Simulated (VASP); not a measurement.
Wanted: the native input for a VASP 6.6.1 run.

```
Task                   : single point
Functional             : PBE
Potentials or basis    : VASP PAW PBE potentials, release 64 (W_sv, S)
Cutoff                 : 520 eV
k mesh                 : 12 × 12 × 2
Occupations            : fermi-dirac, width 0.02 eV
Spin                   : no spin polarisation
Dipole correction      : no
Further INCAR settings : ALGO = Normal; EDIFF = 1e-06; NBANDS = 35
```

The structure of WS2 lies in POSCAR:

```
WS2
1.0
    3.0253952059      0.0000000000      0.0000000000
   -1.5126976029      2.6200691048      0.0000000000
    0.0000000000      0.0000000000     11.9215209730
W S
2 4
Direct
    0.3333333333      0.6666666667      0.2500000000
    0.6666666667      0.3333333333      0.7500000000
    0.3333333333      0.6666666667      0.6154788946
    0.6666666667      0.3333333333      0.1154788946
    0.3333333333      0.6666666667      0.8845211054
    0.6666666667      0.3333333333      0.3845211054
```

This cell differs from its parent crystal: strain -4.6%.

The input as run:

INCAR

```
SYSTEM = WS2
PREC     = Accurate       ! precision mode
ENCUT    = 520            ! plane-wave cutoff, eV
EDIFF    = 1E-6           ! SCF threshold, eV
ISMEAR   = -1             ! smearing method
SIGMA    = 0.02           ! smearing width, eV
LREAL    = .False.        ! projectors in reciprocal space
LASPH    = .True.         ! aspherical terms in the spheres
NELM     = 60             ! most SCF steps
ALGO     = Normal         ! electronic algorithm
ISIF     = 2              ! what is computed and relaxed
LWAVE    = .False.        ! write WAVECAR
LCHARG   = .False.        ! write CHGCAR
GGA      = PE             ! functional
NBANDS   = 35             ! bands
```

KPOINTS

```
regular mesh
0
Gamma
  12 12 2
  0 0 0
```

Potentials or basis: VASP PAW PBE potentials, release 64 (W_sv, S).

Run with:

```bash
$ cat potpaw_PBE.64/W_sv/POTCAR potpaw_PBE.64/S/POTCAR > POTCAR
$ mpirun -np 1 vasp_std > vasp.out
```

Results of the run:

| Item | Value |
| --- | --- |
| Pressure | 18.2 GPa |
| Largest force | 0.292 eV/Å |
| Band gap on the k mesh | 0.79 eV (least direct gap 1.96 eV) |

Caveat: the cell differs from its parent crystal (strain -4.6%); the stress differs along the axes, from 11 to 22 GPa; spin-orbit coupling is left out, which moves the levels of the heavy elements.

Run time: 91 s on 1 thread of AMD EPYC 9R45 96-Core Processor (Zen 5), on a shared host, peak memory 0.24 GiB.
